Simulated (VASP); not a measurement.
Sn: single point with PBE0

The system is Sn.

```xyz
1
Lattice="-2.0426 2.0426 1.6718 2.0426 -2.0426 1.6718 2.0426 2.0426 -1.6718" Properties=species:S:1:pos:R:3 pbc="T T T"
Sn    0.0000    0.0000    0.0000
```

```json
{
 "Program": "VASP 6.6.1",
 "Task": "single point",
 "Functional": "PBE0",
 "Potentials or basis": "VASP PAW PBE potentials, release 64 (Sn_d)",
 "Cutoff": "520 eV",
 "k mesh": "6 × 6 × 6",
 "Occupations": "fermi-dirac, width 0.05 eV",
 "Spin": "no spin polarisation",
 "Dipole correction": "no",
 "Grid for exact exchange (PRECFOCK)": "Normal",
 "Further INCAR settings": "ALGO = Normal; EDIFF = 1e-06; NBANDS = 13",
 "Share of exact exchange": "0.25"
}
```

```
Pressure               : -0.9 GPa
Band gap on the k mesh : zero (bands 7 and 8 overlap by 10.27 eV)
```

Stress tensor (GPa, compression positive):
```
-0.14  0.00  0.00
 0.00 -0.14  0.00
 0.00  0.00 -2.42
```

Levels at points of the mesh, in eV from the Fermi level:
| k point | band 3 | band 4 | band 5 | band 6 | band 7 | band 8 | band 9 | band 10 | band 11 | band 12 |
| --- | --- | --- | --- | --- | --- | --- | --- | --- | --- | --- |
| (0.00, 0.00, 0.00) | -24.75 | -24.75 | -24.63 | -13.25 | 7.27 | 7.27 | 9.96 | 10.69 | 11.83 | 13.18 |
| (0.50, 0.00, 0.00) | -24.67 | -24.61 | -24.59 | -7.35 | -5.59 | 3.27 | 4.67 | 7.47 | 7.66 | 14.34 |
| (0.50, 0.50, 0.00) | -24.71 | -24.67 | -24.60 | -9.04 | -6.19 | 6.24 | 8.29 | 10.81 | 11.39 | 12.38 |
| (0.50, 0.50, 0.50) | -24.61 | -24.61 | -24.57 | -4.59 | -2.68 | -2.68 | 2.72 | 3.07 | 6.33 | 19.80 |

It took 14 min on 1 thread of Intel(R) Xeon(R) 6975P-C (Granite Rapids) (shared host), peak memory 0.18 GiB.

Caveat: the k points lie up to 0.40 Å⁻¹ apart, too coarse for converged energies and pressures of a metal; the PAW data sets were made with another functional, which shifts forces and pressure a little; spin-orbit coupling is left out, which moves the levels of the heavy elements.
